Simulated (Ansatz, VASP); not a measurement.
**Al2Au in VASP and in Ansatz**

INCAR

```
  ALGO = Fast
  EDIFF = 1E-7
  ENCUT = 520
  GGA = PS
  ISIF = 2
  ISMEAR = 0
  LASPH = True
  LCHARG = False
  LREAL = False
  LWAVE = False
  NBANDS = 16
  NELM = 100
  PREC = Accurate
  SIGMA = 0.1
```

File KPOINTS:

```
k-points
0
Gamma
  10 10 10
```

POSCAR

```
Al2Au
1.0
   -0.0222900000      3.0223800000      3.0146700000
    2.9826000000     -0.0031800000      2.9955600000
    2.9748900000      2.9955600000      0.0045300000
Al Au
2 1
Direct
    0.2447566667      0.2543100000      0.2420566667
    0.7551916667      0.7467016667      0.7530116667
    0.0000483333     -0.0010116667      0.0049316667
```

Input for Ansatz:

```yaml
crystal:
  lattice:
    - [-0.02229, 3.02238, 3.01467]
    - [2.9826, -0.00318, 2.99556]
    - [2.97489, 2.99556, 0.00453]
  atoms:
    - { symbol: Al, position: [0.2447566667, 0.25431, 0.2420566667] }
    - { symbol: Al, position: [0.7551916667, 0.7467016667, 0.7530116667] }
    - { symbol: Au, position: [4.83333e-05, -0.0010116667, 0.0049316667] }
basis:
  ecutwfc: 420
kpoints:
  mp_grid: { grid: [10, 10, 10] }
hamiltonian:
  xc: pbesol
scf:
  occupations: { method: gaussian, width: 0.1 }
output:
  forces: true
  stress: true
  eigenvalues: true
```

Change from the starting cell: all atoms moved at random, cell strained at random.

Alike in both runs: task single point; functional PBEsol; k mesh 10 × 10 × 10; occupations gaussian, width 0.1 eV; no spin polarisation.

|  | VASP | Ansatz |
| --- | --- | --- |
| version | VASP 6.6.1 | Ansatz 0.2.0 |
| potentials or method | VASP PAW PBE potentials, release 64 (Al, Au), cutoff 520 eV | scalar-relativistic, plane waves, PAW |
| valence electrons in the cell | 17 | 25 |

Ansatz gave:

```
gap on the k mesh at the Fermi level (eV)                     : none
pressure (GPa)                                                : 0.3
traceless stress, the component that is largest in VASP (GPa) : 1.63
rms of the force components (eV/Å)                            : 0.161
```

Q: Which values does VASP return?

A: gap on the k mesh at the Fermi level (eV): none; pressure (GPa): 0.1; traceless stress, the component that is largest in VASP (GPa): 1.63; rms of the force components (eV/Å): 0.161.

VASP's potentials were made for PBE, not for PBEsol. Atom by atom the forces differ by 0.000 eV/Å (rms over components). A gap of «none» marks a metal or a gap that the smearing closes. VASP's potentials hold 17 valence electrons a cell and Ansatz's 25, so a difference there can come from the potentials and not from the codes.

Spin-orbit coupling is off throughout.
